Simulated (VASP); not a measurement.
# Fe in VASP: single point with PBE

Aim: the single point of Fe with PBE.

All numbers are computed with VASP 6.6.1; they aren't measurements. Logs are shortened: lines on timing, memory, paths and dates and some standing lists are left out, and cuts for length are marked.

## (1) The cell of the first run

The cell holds a slab with vacuum, 6 atoms: a = 4.004 Å, b = 4.004 Å, c = 10.828 Å, α = 90.00°, β = 90.00°, γ = 120.00°.

## (2) Single point, PBE, collinear spin, ferromagnetic start

Contents of INCAR:

```
PREC = Accurate ; ENCUT = 520
EDIFF = 1E-6 ; ISMEAR = -1
SIGMA = 0.1 ; LREAL = F
LASPH = T ; NELM = 150
ALGO = Normal ; ISIF = 2
LWAVE = F ; LCHARG = T
ISPIN = 2 ; MAGMOM = 2.5 2.5 2.5 2.5 2.5 2.5
LORBIT = 11 ; LMAXMIX = 4
LDIPOL = T ; IDIPOL = 3
DIPOL = 0.5 0.5 0.500 ; GGA = PE
LELF = T ; LVHAR = T
LVACPOTAV = T ; NBANDS = 37
```

Contents of KPOINTS:

```
Automatic mesh
0
Gamma
  11 11 1
```

Contents of POSCAR:

```
Fe
1.0
    4.0041382692      0.0000000000      0.0000000000
   -2.0020691346      3.4676854614      0.0000000000
    0.0000000000      0.0000000000     10.8279000000
Fe
6
Direct
    0.1666666667      0.3333333333      0.3232391212
    0.5000000000      1.0000000000      0.3912321755
    0.8333333333      0.6666666667      0.4539982242
    0.1666666667      0.3333333333      0.5460017712
    0.5000000000      1.0000000000      0.6087678278
    0.8333333333      0.6666666667      0.6767608788
```

Potentials or basis: VASP PAW PBE potentials, release 64 (Fe).

Started as:

```
$ cat potpaw_PBE.64/Fe/POTCAR > POTCAR
$ mpirun -np 1 vasp_std > vasp.out
```

OUTCAR:

```text
PREC = Accurate
   ENCUT = 520
   EDIFF = 1E-6
   ISMEAR = -1
   LREAL = F
   LASPH = T
   NELM = 150
   ISIF = 2
   ISPIN = 2
   LORBIT = 11
   GGA = PE

 ion  position               nearest neighbor table
   1  0.167  0.333  0.323-   4 2.41   2 2.43   2 2.43   2 2.43   3 2.71   3 2.71   3 2.71
   2  0.500  0.000  0.391-   5 2.36   3 2.41   3 2.41   3 2.41   1 2.43   1 2.43   1 2.43   4 2.86
                             4 2.86   4 2.86
   3  0.833  0.667  0.454-   2 2.41   2 2.41   2 2.41   6 2.41   4 2.52   4 2.52   4 2.52   1 2.71
                             1 2.71   1 2.71   5 2.86   5 2.86   5 2.86
   4  0.167  0.333  0.546-   5 2.41   5 2.41   5 2.41   1 2.41   3 2.52   3 2.52   3 2.52   6 2.71
                             6 2.71   6 2.71   2 2.86   2 2.86   2 2.86
   5  0.500  0.000  0.609-   2 2.36   4 2.41   4 2.41   4 2.41   6 2.43   6 2.43   6 2.43   3 2.86
                             3 2.86   3 2.86
   6  0.833  0.667  0.677-   3 2.41   5 2.43   5 2.43   5 2.43   4 2.71   4 2.71   4 2.71

  LATTYP: Found a hexagonal cell.
 ALAT       =     4.0041382692
 C/A-ratio  =     2.7041773465

  Lattice vectors:

 A1 = (   4.0041382692,   0.0000000000,   0.0000000000)
 A2 = (  -2.0020691346,   3.4676854614,   0.0000000000)
 A3 = (   0.0000000000,   0.0000000000,  10.8279000000)

Analysis of symmetry for initial positions (statically):
=====================================================================
 Subroutine PRICEL returns:
 Original cell was already a primitive cell.

 Routine SETGRP: Setting up the symmetry group for a
 hexagonal supercell.

 Subroutine GETGRP returns: Found 12 space group operations
 (whereof  4 operations were pure point group operations)
 out of a pool of 24 trial point group operations.

The static configuration has the point symmetry C_2h.
 The point group associated with its full space group is D_3d.

Analysis of symmetry for dynamics (positions and initial velocities):
=====================================================================
 Subroutine PRICEL returns:
 Original cell was already a primitive cell.

 Routine SETGRP: Setting up the symmetry group for a
 hexagonal supercell.

 Subroutine GETGRP returns: Found 12 space group operations
 (whereof  4 operations were pure point group operations)
 out of a pool of 24 trial point group operations.

The dynamic configuration has the point symmetry C_2h.
 The point group associated with its full space group is D_3d.

Analysis of structural, dynamic, and magnetic symmetry:
=====================================================================
 Subroutine PRICEL returns:
 Original cell was already a primitive cell.

 Routine SETGRP: Setting up the symmetry group for a
 hexagonal supercell.

 Subroutine GETGRP returns: Found 12 space group operations
 (whereof  4 operations were pure point group operations)
 out of a pool of 24 trial point group operations.

The overall configuration has the point symmetry C_2h.
 The point group associated with its full space group is D_3d.

 Subroutine INISYM returns: Found 12 space group operations
 (whereof  4 operations are pure point group operations),
 and found     1 'primitive' translations

----------------------------------------------------------------------------------------

                                     Primitive cell

  volume of cell :     150.3464

  direct lattice vectors                    reciprocal lattice vectors
     4.004138269  0.000000000  0.000000000     0.249741625  0.144188395  0.000000000
    -2.002069135  3.467685461  0.000000000     0.000000000  0.288376789  0.000000000
     0.000000000  0.000000000 10.827900000     0.000000000  0.000000000  0.092354011

  length of vectors
     4.004138269  4.004138269 10.827900000     0.288376789  0.288376789  0.092354011

  position of ions in fractional coordinates (direct lattice)
     0.166666667  0.333333333  0.323239121
     0.500000000  0.000000000  0.391232176
     0.833333333  0.666666667  0.453998224
     0.166666667  0.333333333  0.546001771
     0.500000000  0.000000000  0.608767828
     0.833333333  0.666666667  0.676760879

  ion indices of the primitive-cell ions
   primitive index   ion index
                 1           1
                 2           2
                 3           3
                 4           4
[... 48 lines left out ...]
   number of dos      NEDOS =    301   number of ions     NIONS =      6
   total plane-waves  NPLWV =  75600
   dimension x,y,z NGX =    30 NGY =   30 NGZ =   84
   dimension x,y,z NGXF=    60 NGYF=   60 NGZF=  168
   ions per type =               6
   NGX,Y,Z   is equivalent  to a cutoff of  12.46, 12.46, 12.90 a.u.
   NGXF,Y,Z  is equivalent  to a cutoff of  24.91, 24.91, 25.79 a.u.
 SYSTEM =  unknown system
   PREC   = accura    normal or accurate (medium, high low for compatibility)
   ISTART =      0    job   : 0-new  1-cont  2-samecut
   ICHARG =      2    charge: 1-file 2-atom 10-const
   ISPIN  =      2    spin polarized calculation?
   LNONCOLLINEAR =      F non collinear calculations
   LSORBIT =      F    spin-orbit coupling
   LASPH  =      T    aspherical Exc in radial PAW
   ENCUT  =  520.0 eV  38.22 Ry    6.18 a.u.   7.45  7.45 20.13*2*pi/ulx,y,z
   NELM   =    150;   NELMIN=  2; NELMDL= -5     # of ELM steps
   EDIFF  = 0.1E-05   stopping-criterion for ELM
   LREAL  =      F    real-space projection
   EDIFFG = 0.1E-04   stopping-criterion for IOM
   NSW    =      0    number of steps for IOM
   IBRION =     -1    ionic relax: 0-MD 1-quasi-New 2-CG
   NFREE  =      0    steps in history (QN), initial steepest desc. (CG)
   ISIF   =      2    stress and relaxation
   ISYM   =      2    0-nonsym 1-usesym 2-fastsym
   POTIM  = 0.5000    time-step for ionic-motion
   TEBEG  =    0.0;   TEEND  =   0.0 temperature during run
   PSTRESS=    0.0 pullay stress
   NELECT =      48.0000    total number of electrons
   NUPDOWN=      -1.0000    fix difference up-down
   EMIN   =  10.00;   EMAX   =-10.00  energy-range for DOS
   EFERMI =   0.00;   METHOD = LEGACY
   ISMEAR =    -1;   SIGMA  =   0.10  broadening in eV -4-tet -1-fermi 0-gaus
   EFERMI_NEDOS =   21; number of points for ismear=-14 and -15
   IALGO  =     38    algorithm
   IMIX   =      4    mixing-type and parameters
     AMIX     =   0.40;   BMIX     =  1.00
     AMIX_MAG =   1.60;   BMIX_MAG =  1.00
  volume/ion in A,a.u.               =      25.06       169.10
  Fermi-wavevector in a.u.,A,eV,Ry     =   1.118899  2.114413 17.033611  1.251935
  Thomas-Fermi vector in A             =   2.255534
   LORBIT       =     11    0 simple, 1 ext, 2 COOP (PROOUT), +10 PAW based schemes
   GGA     = PE    functional components
   LHFCALC =     F    Hartree Fock is set to
   AEXX    =    0.0000 exact exchange contribution
   IVDW    =     0    specifies the selected vdW correction
   LEPSILON=     F    determine dielectric tensor
   LRPA    =     F    only Hartree local field effects (RPA)
 spin polarized calculation
  energy-cutoff  :      520.00
  volume of cell :      150.35
 maximum number of plane-waves:      4087
 NGX is ok and might be reduce to    30
   NGX = 15   NGY = 15   NGZ = 41

 dipolmoment           0.000000      0.000000     -0.000000 electrons x Angstroem

 number of electron      48.0000013 magnetization      15.8458391

 dipolmoment           0.000000      0.000000      0.000000 electrons x Angstroem

 Free energy of the ion-electron system (eV)
  ---------------------------------------------------
  ext. energy  EPLUGINS =         0.00000000
  ---------------------------------------------------
  free energy    TOTEN  =       -44.87414401 eV

  energy without entropy =      -44.63881684  energy(sigma->0) =      -44.75648043

 E-fermi :   0.6982     XC(G=0):  -7.6286

 val. band max:        0.6939022384   @ k =   0.4545   0.0909   0.0000
 cond. band min:       0.7055501394   @ k =   0.3636   0.1818   0.0000
 fundamental gap:      0.0116479010
 Fermi energy:         0.6981956342

 spin component 1

 k-point     1 :       0.0000    0.0000    0.0000
  band No.  band energies     occupation
      1      -6.8351      1.00000
      2      -4.3461      1.00000
      3      -3.8224      1.00000
      4      -3.8224      1.00000
      5      -2.9679      1.00000
      6      -2.9679      1.00000
[... 613 lines left out ...]
     35       2.1005      0.00000
     36       3.0798      0.00000
 Fermi energy:         0.6981956342

 spin component 2

 k-point     1 :       0.0000    0.0000    0.0000
  band No.  band energies     occupation
      1      -6.5509      1.00000
      2      -3.7921      1.00000
      3      -1.8786      1.00000
      4      -1.8786      1.00000
      5      -1.1665      1.00000
      6      -1.1665      1.00000
[... 613 lines left out ...]
     35       3.8860      0.00000
     36       4.6372      0.00000
 [bands above 36 left out]

------------------------ aborting loop because EDIFF is reached ----------------------------------------

  FORCE on cell =-STRESS in cart. coord.  units (eV):
  Direction    XX          YY          ZZ          XY          YZ          ZX
  --------------------------------------------------------------------------------------
  -------------------------------------------------------------------------------------
  Total       -0.0192012     -0.0192012     -0.0471585     -0.0000000      0.0000000      0.0000000
  in kB       -0.2046194     -0.2046194     -0.5025482     -0.0000000      0.0000000      0.0000000
  external PRESSURE =      -0.3039290 kB  Pullay stress =       0.0000000 kB

 VOLUME and BASIS-vectors are now :
 -----------------------------------------------------------------------------
  energy-cutoff  :      520.00
  volume of cell :      150.35
      direct lattice vectors                 reciprocal lattice vectors
     4.004138269  0.000000000  0.000000000     0.249741625  0.144188395  0.000000000
    -2.002069135  3.467685461  0.000000000     0.000000000  0.288376789  0.000000000
     0.000000000  0.000000000 10.827900000     0.000000000  0.000000000  0.092354011

 POSITION                                       TOTAL-FORCE (eV/Angst)
 -----------------------------------------------------------------------------------
      0.00000      1.15590      3.50000         0.000000     -0.000000      0.000561
      2.00207      0.00000      4.23622         0.000000      0.000000     -0.002531
      2.00207      2.31179      4.91585        -0.000000     -0.000000      0.031889
      0.00000      1.15590      5.91205         0.000000      0.000000     -0.031889
      2.00207      0.00000      6.59168         0.000000     -0.000000      0.002531
      2.00207      2.31179      7.32790        -0.000000      0.000000     -0.000561
 -----------------------------------------------------------------------------------
    total drift:                                0.000000     -0.000000      0.000008

  FREE ENERGIE OF THE ION-ELECTRON SYSTEM (eV)
  ---------------------------------------------------
  free  energy   TOTEN  =       -44.8741440105 eV

  energy  without entropy=      -44.6388168420  energy(sigma->0) =      -44.75648043

 total charge

# of ion       s       p       d       tot
------------------------------------------
    1        0.467   0.302   6.210   6.979
    2        0.507   0.456   6.304   7.267
    3        0.481   0.505   6.228   7.214
    4        0.481   0.505   6.228   7.214
    5        0.507   0.456   6.304   7.267
    6        0.467   0.302   6.210   6.979
--------------------------------------------------
tot          2.910   2.526  37.484  42.920

 magnetization (x)

# of ion       s       p       d       tot
------------------------------------------
    1        0.006   0.009   2.818   2.834
    2       -0.010  -0.015   2.393   2.368
    3       -0.010  -0.045   2.555   2.499
    4       -0.010  -0.045   2.555   2.499
    5       -0.010  -0.015   2.393   2.368
    6        0.006   0.009   2.818   2.834
--------------------------------------------------
tot         -0.029  -0.103  15.533  15.402
```

It took 4.8 min on 1 thread of Intel Xeon Platinum 8488C (Sapphire Rapids), shared host; peak memory 0.36 GiB.

Results:

| Item | Value |
| --- | --- |
| Free energy | -44.8741 eV |
| Largest force | 0.032 eV/Å |
| Net moment | 15.85 μB per cell |
| Site moments | Fe +2.83, +2.37, +2.50 (each value once) μB |
| Valence electrons inside the program's atomic spheres | Fe 6.98, 7.27, 7.21 (each value once) |

Forces on the atoms (eV/Å):
```
Fe   0.000  0.000  0.001
Fe   0.000  0.000 -0.003
Fe   0.000  0.000  0.032
Fe   0.000  0.000 -0.032
Fe   0.000  0.000  0.003
Fe   0.000  0.000 -0.001
```
